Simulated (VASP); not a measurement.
# NaI in VASP: a series of runs

NaI is run at these levels: PBE; tasks: single point.

Program: VASP 6.6.1. These are calculated values, not measurements. Logs are shortened: lines on timing, memory, paths and dates and some standing lists are left out, and cuts for length are marked.

## 1. The cell of the first run

It takes space group Fm-3m (No. 225, cubic). Conventional cell: a = 6.722 Å, b = 6.722 Å, c = 6.722 Å, α = 90.00°, β = 90.00°, γ = 90.00°. Na (site symmetry m-3m) has 6 I at 3.36 Å within 4.4 Å. Within 4.4 Å of I (site symmetry m-3m) lie 6 Na at 3.36 Å.

## 2. Single point, PBE (strained)

File INCAR:

```
SYSTEM = NaI
PREC = Accurate ; ENCUT = 520
EDIFF = 1E-6 ; ISMEAR = 0
SIGMA = 0.02 ; LREAL = .FALSE.
LASPH = .TRUE. ; NELM = 80
ALGO = Normal ; ISIF = 2
LWAVE = .FALSE. ; LCHARG = .TRUE.
GGA = PE ; LELF = .TRUE.
LVHAR = .TRUE. ; NBANDS = 14
```

File KPOINTS:

```
Automatic mesh
0
G
  6 6 6
  0 0 0
```

File POSCAR:

```
NaI
1.0
    0.0000000000      3.3610014000      3.3610014000
    3.3610014000      0.0000000000      3.3610014000
    3.3610014000      3.3610014000      0.0000000000
Na I
1 1
Direct
    0.0000000000      0.0000000000      0.0000000000
    0.5000000000      0.5000000000      0.5000000000
```

Potentials or basis: VASP PAW PBE potentials, release 64 (Na_pv, I).

Started as:

```console
$ cat potpaw_PBE.64/Na_pv/POTCAR potpaw_PBE.64/I/POTCAR > POTCAR
$ mpirun -np 1 vasp_std > vasp.out
```

OUTCAR:

```text
SYSTEM = NaI
   PREC = Accurate
   ENCUT = 520
   EDIFF = 1E-6
   ISMEAR = 0
   LREAL = .FALSE.
   LASPH = .TRUE.
   NELM = 80
   ISIF = 2
   GGA = PE

 ion  position               nearest neighbor table
   1  0.000  0.000  0.000-
   2  0.500  0.500  0.500-

  LATTYP: Found a face centered cubic cell.
 ALAT       =     6.7220028000

  Lattice vectors:

 A1 = (   0.0000000000,   3.3610014000,   3.3610014000)
 A2 = (   3.3610014000,   0.0000000000,   3.3610014000)
 A3 = (   3.3610014000,   3.3610014000,   0.0000000000)

Analysis of symmetry for initial positions (statically):
=====================================================================
 Subroutine PRICEL returns:
 Original cell was already a primitive cell.

 Routine SETGRP: Setting up the symmetry group for a
 face centered cubic supercell.

 Subroutine GETGRP returns: Found 48 space group operations
 (whereof 48 operations were pure point group operations)
 out of a pool of 48 trial point group operations.

The static configuration has the point symmetry O_h .

Analysis of symmetry for dynamics (positions and initial velocities):
=====================================================================
 Subroutine PRICEL returns:
 Original cell was already a primitive cell.

 Routine SETGRP: Setting up the symmetry group for a
 face centered cubic supercell.

 Subroutine GETGRP returns: Found 48 space group operations
 (whereof 48 operations were pure point group operations)
 out of a pool of 48 trial point group operations.

The dynamic configuration has the point symmetry O_h .

 Subroutine INISYM returns: Found 48 space group operations
 (whereof 48 operations are pure point group operations),
 and found     1 'primitive' translations

----------------------------------------------------------------------------------------

                                     Primitive cell

  volume of cell :      75.9340

  direct lattice vectors                    reciprocal lattice vectors
     0.000000000  3.361001400  3.361001400    -0.148765186  0.148765186  0.148765186
     3.361001400  0.000000000  3.361001400     0.148765186 -0.148765186  0.148765186
     3.361001400  3.361001400  0.000000000     0.148765186  0.148765186 -0.148765186

  length of vectors
     4.753173763  4.753173763  4.753173763     0.257668861  0.257668861  0.257668861

  position of ions in fractional coordinates (direct lattice)
     0.000000000  0.000000000  0.000000000
     0.500000000  0.500000000  0.500000000
[... 77 lines left out ...]
   TEBEG  =    0.0;   TEEND  =   0.0 temperature during run
   PSTRESS=    0.0 pullay stress
   NELECT =      14.0000    total number of electrons
   NUPDOWN=      -1.0000    fix difference up-down
   EMIN   =  10.00;   EMAX   =-10.00  energy-range for DOS
   EFERMI =   0.00;   METHOD = LEGACY
   ISMEAR =     0;   SIGMA  =   0.02  broadening in eV -4-tet -1-fermi 0-gaus
   EFERMI_NEDOS =   21; number of points for ismear=-14 and -15
   IALGO  =     38    algorithm
   IMIX   =      4    mixing-type and parameters
     AMIX     =   0.40;   BMIX     =  1.00
     AMIX_MAG =   1.60;   BMIX_MAG =  1.00
  volume/ion in A,a.u.               =      37.97       256.21
  Fermi-wavevector in a.u.,A,eV,Ry     =   0.931763  1.760777 11.812338  0.868182
  Thomas-Fermi vector in A             =   2.058290
   LORBIT       =      0    0 simple, 1 ext, 2 COOP (PROOUT), +10 PAW based schemes
   GGA     = PE    functional components
   LHFCALC =     F    Hartree Fock is set to
   AEXX    =    0.0000 exact exchange contribution
   IVDW    =     0    specifies the selected vdW correction
   LEPSILON=     F    determine dielectric tensor
   LRPA    =     F    only Hartree local field effects (RPA)
 non-spin polarized calculation
 Gauss-broadening in eV      SIGMA  =   0.02
  energy-cutoff  :      520.00
  volume of cell :       75.93
 maximum number of plane-waves:      2085
   NGX = 17   NGY = 17   NGZ = 17

 number of electron      14.0000005 magnetization

 Free energy of the ion-electron system (eV)
  ---------------------------------------------------
  ext. energy  EPLUGINS =         0.00000000
  ---------------------------------------------------
  free energy    TOTEN  =        -5.36489233 eV

  energy without entropy =       -5.36489233  energy(sigma->0) =       -5.36489233

 E-fermi :   0.2322     XC(G=0):  -7.2578

 val. band max:        0.0771986030   @ k =   0.0000   0.0000   0.0000
 cond. band min:       3.4439827051   @ k =   0.0000   0.0000   0.0000
 fundamental gap:      3.3667841021
 Fermi energy:         0.2321900104

 k-point     1 :       0.0000    0.0000    0.0000
  band No.  band energies     occupation
      1     -22.5271      2.00000
      2     -22.5271      2.00000
      3     -22.5271      2.00000
      4     -10.6820      2.00000
      5       0.0772      2.00000
      6       0.0772      2.00000
      7       0.0772      2.00000
      8       3.4440      0.00000
      9       7.9864      0.00000
     10       7.9864      0.00000
     11       7.9865      0.00000
     12       9.6290      0.00000
     13       9.6290      0.00000
     14      10.4053      0.00000
[... 241 lines left out ...]
      1     -22.5290      2.00000
      2     -22.5284      2.00000
      3     -22.5281      2.00000
      4     -10.4018      2.00000
      5      -1.2860      2.00000
      6      -0.8165      2.00000
      7      -0.6416      2.00000
      8       5.2278      0.00000
      9       6.5918      0.00000
     10       8.2720      0.00000
     11       8.3385      0.00000
     12      11.0304      0.00000
     13      11.9638      0.00000
     14      12.0661      0.00000

------------------------ aborting loop because EDIFF is reached ----------------------------------------

  FORCE on cell =-STRESS in cart. coord.  units (eV):
  Direction    XX          YY          ZZ          XY          YZ          ZX
  --------------------------------------------------------------------------------------
  -------------------------------------------------------------------------------------
  Total       -0.5014394     -0.5014394     -0.5014394      0.0000000      0.0000000     -0.0000000
  in kB      -10.5801766    -10.5801766    -10.5801766      0.0000000      0.0000000     -0.0000000
  external PRESSURE =     -10.5801766 kB  Pullay stress =       0.0000000 kB

 VOLUME and BASIS-vectors are now :
 -----------------------------------------------------------------------------
  energy-cutoff  :      520.00
  volume of cell :       75.93
      direct lattice vectors                 reciprocal lattice vectors
     0.000000000  3.361001400  3.361001400    -0.148765186  0.148765186  0.148765186
     3.361001400  0.000000000  3.361001400     0.148765186 -0.148765186  0.148765186
     3.361001400  3.361001400  0.000000000     0.148765186  0.148765186 -0.148765186

 POSITION                                       TOTAL-FORCE (eV/Angst)
 -----------------------------------------------------------------------------------
      0.00000      0.00000      0.00000        -0.000000     -0.000000     -0.000000
      3.36100      3.36100      3.36100         0.000000      0.000000      0.000000
 -----------------------------------------------------------------------------------
    total drift:                                0.000000      0.000000      0.000000

  FREE ENERGIE OF THE ION-ELECTRON SYSTEM (eV)
  ---------------------------------------------------
  free  energy   TOTEN  =        -5.3648923321 eV

  energy  without entropy=       -5.3648923321  energy(sigma->0) =       -5.36489233
```

stdout:

```text
POSCAR found type information on POSCAR NaI
 POSCAR found :  2 types and       2 ions
 scaLAPACK will be used
 LDA part: xc-table for (Slater+PW92), standard interpolation
 POSCAR, INCAR and KPOINTS ok, starting setup
 FFT: planning ... GRIDC
 FFT: planning ... GRID_SOFT
 FFT: planning ... GRID
 WAVECAR not read
 entering main loop
```

It took 19 s on 1 thread of Intel Xeon 8259CL, shared host; peak memory 0.21 GiB.

What came out:

```yaml
Free_energy: -5.3649 eV
Pressure: -1.1 GPa
Band_gap_on_the_k_mesh: 3.37 eV
```

Levels at points of the mesh, in eV from the valence-band top:
```tsv
k point	band 3	band 4	band 5	band 6	band 7	band 8	band 9	band 10	band 11	band 12
(0.00, 0.00, 0.00)	-22.60	-10.76	0.00	0.00	0.00	3.37	7.91	7.91	7.91	9.55
(0.50, 0.00, 0.00)	-22.60	-10.54	-1.81	-0.22	-0.22	5.05	7.33	7.33	7.92	10.02
(0.50, 0.50, 0.00)	-22.61	-10.48	-1.56	-0.60	-0.60	4.39	5.73	9.18	10.63	10.63
```

Caveat: the cell differs from its parent crystal (strained); spin-orbit coupling is left out, which moves the levels of the heavy elements.

## 3. Single point, PBE (strained)

File INCAR:

```
SYSTEM = NaI
ALGO     = Normal         ! electronic algorithm
EDIFF    = 1E-6           ! SCF threshold, eV
ENCUT    = 520            ! plane-wave cutoff, eV
GGA      = PE             ! functional
ISIF     = 2              ! what is computed and relaxed
ISMEAR   = 0              ! smearing method
LASPH    = .TRUE.         ! aspherical terms in the spheres
LCHARG   = .FALSE.        ! write CHGCAR
LREAL    = .FALSE.        ! projectors in reciprocal space
LWAVE    = .FALSE.        ! write WAVECAR
NBANDS   = 14             ! bands
NELM     = 80             ! most SCF steps
PREC     = Accurate       ! precision mode
SIGMA    = 0.02           ! smearing width, eV
```

File KPOINTS:

```
k-points
0
G
  6 6 6
  0 0 0
```

File POSCAR:

```
NaI
1.0
   -0.0647280000      3.1574318400      3.1574318400
    3.0927038400      0.0000000000      3.0927038400
    3.0927038400      3.0927038400      0.0000000000
Na I
1 1
Direct
    0.0000000000      0.0000000000      0.0000000000
    0.5000000000      0.5000000000      0.5000000000
```

Potentials or basis: VASP PAW PBE potentials, release 64 (Na_pv, I).

Started as:

```console
$ cat potpaw_PBE.64/Na_pv/POTCAR potpaw_PBE.64/I/POTCAR > POTCAR
$ mpirun -np 1 vasp_std > vasp.out
```

OUTCAR:

```text
SYSTEM = NaI
   EDIFF = 1E-6
   ENCUT = 520
   GGA = PE
   ISIF = 2
   ISMEAR = 0
   LASPH = .TRUE.
   LREAL = .FALSE.
   NELM = 80
   PREC = Accurate

 ion  position               nearest neighbor table
   1  0.000  0.000  0.000-   2 3.13   2 3.13   2 3.13   2 3.13   2 3.13   2 3.13
   2  0.500  0.500  0.500-   1 3.13   1 3.13   1 3.13   1 3.13   1 3.13   1 3.13

  LATTYP: Found a trigonal (rhomboedric) cell.
 ALAT       =     4.4657520489
 COS(alpha) =     0.5203908557

  Lattice vectors:

 A1 = (  -3.1574318400,   3.1574318400,   0.0647280000)
 A2 = (  -3.1574318400,   0.0647280000,   3.1574318400)
 A3 = (  -0.0647280000,   3.1574318400,   3.1574318400)

Analysis of symmetry for initial positions (statically):
=====================================================================
 Subroutine PRICEL returns:
 Original cell was already a primitive cell.

 Routine SETGRP: Setting up the symmetry group for a
 trigonal (rhombohedral) supercell.

 Subroutine GETGRP returns: Found 12 space group operations
 (whereof 12 operations were pure point group operations)
 out of a pool of 12 trial point group operations.

The static configuration has the point symmetry D_3d.

Analysis of symmetry for dynamics (positions and initial velocities):
=====================================================================
 Subroutine PRICEL returns:
 Original cell was already a primitive cell.

 Routine SETGRP: Setting up the symmetry group for a
 trigonal (rhombohedral) supercell.

 Subroutine GETGRP returns: Found 12 space group operations
 (whereof 12 operations were pure point group operations)
 out of a pool of 12 trial point group operations.

The dynamic configuration has the point symmetry D_3d.

 Subroutine INISYM returns: Found 12 space group operations
 (whereof 12 operations are pure point group operations),
 and found     1 'primitive' translations

----------------------------------------------------------------------------------------

                                     Primitive cell

  volume of cell :      61.0196

  direct lattice vectors                    reciprocal lattice vectors
    -0.064728000  3.157431840  3.157431840    -0.156749844  0.156749844  0.156749844
     3.092703840  0.000000000  3.092703840     0.160030502 -0.160030502  0.163311160
     3.092703840  3.092703840  0.000000000     0.160030502  0.163311160 -0.160030502

  length of vectors
     4.465752049  4.373743715  4.373743715     0.271498694  0.279087904  0.279087904

  position of ions in fractional coordinates (direct lattice)
     0.000000000  0.000000000  0.000000000
     0.500000000  0.500000000  0.500000000

  ion indices of the primitive-cell ions
   primitive index   ion index
                 1           1
                 2           2

----------------------------------------------------------------------------------------

 KPOINTS: k-points

Automatic generation of k-mesh.
 Grid dimensions read from file:
 generate k-points for:    6    6    6

 Generating k-lattice:

  Cartesian coordinates                     Fractional coordinates (reciprocal lattice)
[... 40 lines left out ...]
 -0.333333  0.333333  0.166667      6.000000
 [... further k-points ...]
   k-points           NKPTS =     32   k-points in BZ     NKDIM =     32   number of bands    NBANDS=     14
   number of dos      NEDOS =    301   number of ions     NIONS =      2
   total plane-waves  NPLWV =  46656
   dimension x,y,z NGX =    36 NGY =   36 NGZ =   36
   dimension x,y,z NGXF=    72 NGYF=   72 NGZF=   72
   ions per type =               1   1
   NGX,Y,Z   is equivalent  to a cutoff of  13.40, 13.68, 13.68 a.u.
   NGXF,Y,Z  is equivalent  to a cutoff of  26.80, 27.37, 27.37 a.u.
 SYSTEM =  NaI
   PREC   = accura    normal or accurate (medium, high low for compatibility)
   ISTART =      0    job   : 0-new  1-cont  2-samecut
   ICHARG =      2    charge: 1-file 2-atom 10-const
   ISPIN  =      1    spin polarized calculation?
   LNONCOLLINEAR =      F non collinear calculations
   LSORBIT =      F    spin-orbit coupling
   LASPH  =      T    aspherical Exc in radial PAW
   ENCUT  =  520.0 eV  38.22 Ry    6.18 a.u.   8.30  8.13  8.13*2*pi/ulx,y,z
   NELM   =     80;   NELMIN=  2; NELMDL= -5     # of ELM steps
   EDIFF  = 0.1E-05   stopping-criterion for ELM
   LREAL  =      F    real-space projection
   EDIFFG = 0.1E-04   stopping-criterion for IOM
   NSW    =      0    number of steps for IOM
   IBRION =     -1    ionic relax: 0-MD 1-quasi-New 2-CG
   NFREE  =      0    steps in history (QN), initial steepest desc. (CG)
   ISIF   =      2    stress and relaxation
   ISYM   =      2    0-nonsym 1-usesym 2-fastsym
   POTIM  = 0.5000    time-step for ionic-motion
   TEBEG  =    0.0;   TEEND  =   0.0 temperature during run
   PSTRESS=    0.0 pullay stress
   NELECT =      14.0000    total number of electrons
   NUPDOWN=      -1.0000    fix difference up-down
   EMIN   =  10.00;   EMAX   =-10.00  energy-range for DOS
   EFERMI =   0.00;   METHOD = LEGACY
   ISMEAR =     0;   SIGMA  =   0.02  broadening in eV -4-tet -1-fermi 0-gaus
   EFERMI_NEDOS =   21; number of points for ismear=-14 and -15
   IALGO  =     38    algorithm
   IMIX   =      4    mixing-type and parameters
     AMIX     =   0.40;   BMIX     =  1.00
     AMIX_MAG =   1.60;   BMIX_MAG =  1.00
  volume/ion in A,a.u.               =      30.51       205.89
  Fermi-wavevector in a.u.,A,eV,Ry     =   1.002215  1.893912 13.666172  1.004435
  Thomas-Fermi vector in A             =   2.134688
   LORBIT       =      0    0 simple, 1 ext, 2 COOP (PROOUT), +10 PAW based schemes
   GGA     = PE    functional components
   LHFCALC =     F    Hartree Fock is set to
   AEXX    =    0.0000 exact exchange contribution
   IVDW    =     0    specifies the selected vdW correction
   LEPSILON=     F    determine dielectric tensor
   LRPA    =     F    only Hartree local field effects (RPA)
 non-spin polarized calculation
 Gauss-broadening in eV      SIGMA  =   0.02
  energy-cutoff  :      520.00
  volume of cell :       61.02
 maximum number of plane-waves:      1669
 NGX is ok and might be reduce to    36
   NGX = 17   NGY = 17   NGZ = 17

 number of electron      14.0000000 magnetization

 Free energy of the ion-electron system (eV)
  ---------------------------------------------------
  ext. energy  EPLUGINS =         0.00000000
  ---------------------------------------------------
  free energy    TOTEN  =        -5.32019053 eV

  energy without entropy =       -5.32019053  energy(sigma->0) =       -5.32019053

 E-fermi :   1.7760     XC(G=0):  -8.1372

 val. band max:        1.6483396256   @ k =   0.0000   0.0000   0.0000
 cond. band min:       5.5352093712   @ k =   0.0000   0.0000   0.0000
 fundamental gap:      3.8868697456
 Fermi energy:         1.7759686407

 k-point     1 :       0.0000    0.0000    0.0000
  band No.  band energies     occupation
      1     -20.7551      2.00000
      2     -20.7551      2.00000
      3     -20.7524      2.00000
      4      -9.7261      2.00000
      5       1.4873      2.00000
      6       1.6483      2.00000
      7       1.6483      2.00000
      8       5.5352      0.00000
      9       9.2706      0.00000
     10       9.6350      0.00000
     11       9.6350      0.00000
     12      11.5149      0.00000
     13      11.5149      0.00000
     14      12.0790      0.00000
[... 377 lines left out ...]
      1     -20.7590      2.00000
      2     -20.7583      2.00000
      3     -20.7569      2.00000
      4      -9.2245      2.00000
      5      -0.4718      2.00000
      6       0.1819      2.00000
      7       0.8631      2.00000
      8       7.8748      0.00000
      9       8.5161      0.00000
     10       9.5725      0.00000
     11      10.3781      0.00000
     12      12.4242      0.00000
     13      13.8599      0.00000
     14      14.8963      0.00000

 [... further k-points ...]

------------------------ aborting loop because EDIFF is reached ----------------------------------------

  FORCE on cell =-STRESS in cart. coord.  units (eV):
  Direction    XX          YY          ZZ          XY          YZ          ZX
  --------------------------------------------------------------------------------------
  -------------------------------------------------------------------------------------
  Total        1.0455225      1.0455225      1.0455225      0.0642125     -0.0642125      0.0642125
  in kB       27.4520271     27.4520271     27.4520271      1.6860129     -1.6860129      1.6860129
  external PRESSURE =      27.4520271 kB  Pullay stress =       0.0000000 kB

 VOLUME and BASIS-vectors are now :
 -----------------------------------------------------------------------------
  energy-cutoff  :      520.00
  volume of cell :       61.02
      direct lattice vectors                 reciprocal lattice vectors
    -0.064728000  3.157431840  3.157431840    -0.156749844  0.156749844  0.156749844
     3.092703840  0.000000000  3.092703840     0.160030502 -0.160030502  0.163311160
     3.092703840  3.092703840  0.000000000     0.160030502  0.163311160 -0.160030502

 POSITION                                       TOTAL-FORCE (eV/Angst)
 -----------------------------------------------------------------------------------
      0.00000      0.00000      0.00000         0.000000      0.000000     -0.000000
      3.06034      3.12507      3.12507         0.000000      0.000000      0.000000
 -----------------------------------------------------------------------------------
    total drift:                                0.000000      0.000000      0.000000

  FREE ENERGIE OF THE ION-ELECTRON SYSTEM (eV)
  ---------------------------------------------------
  free  energy   TOTEN  =        -5.3201905261 eV

  energy  without entropy=       -5.3201905261  energy(sigma->0) =       -5.32019053
```

It took 32 s on 1 thread of Intel Xeon 8259CL, shared host; peak memory 0.21 GiB.

What came out:

```yaml
Free_energy: -5.3202 eV
Pressure: 2.7 GPa
Band_gap_on_the_k_mesh: 3.89 eV
```

Caveat: the cell differs from its parent crystal (strained); spin-orbit coupling is left out, which moves the levels of the heavy elements.
